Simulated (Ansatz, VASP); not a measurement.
## InGa3As4 in VASP and in Ansatz

```
CELL_PARAMETERS angstrom
5.85778 0.00000 0.00000
0.00000 5.85778 0.00000
0.00000 0.00000 5.85778
ATOMIC_POSITIONS crystal
In 0.00000 0.00000 0.00000
Ga 0.50000 0.00000 0.50000
Ga 0.50000 0.50000 0.00000
Ga 0.00000 0.50000 0.50000
As 0.25937 0.74063 0.74063
As 0.25937 0.25937 0.25937
As 0.74063 0.74063 0.25937
As 0.74063 0.25937 0.74063
```

Alike in both runs: functional PBE; k mesh 6 × 6 × 6; occupations gaussian, width 0.1 eV; no spin polarisation.

Ansatz relaxed the structure, and its values are those at the end. VASP's run is a single point on that final structure, the one shown.

```csv
,VASP,Ansatz
version,VASP 6.6.1,Ansatz 0.2.0
potentials or method,"VASP PAW PBE potentials, release 64 (In_d, Ga_d, As), cutoff 520 eV","scalar-relativistic, plane waves, PAW"
valence electrons in the cell,72,112
```

Ansatz gave:

```
gap on the k mesh at the Fermi level (eV) : none
pressure (GPa)                            : 0.0
rms of the force components (eV/Å)        : 0.004
```

Q: Estimate VASP's values.

A: gap on the k mesh at the Fermi level (eV): none; pressure (GPa): 0.2; rms of the force components (eV/Å): 0.006.

A gap of «none» marks a metal or a gap that the smearing closes. VASP's potentials hold 72 valence electrons a cell and Ansatz's 112, so a difference there can come from the potentials and not from the codes.
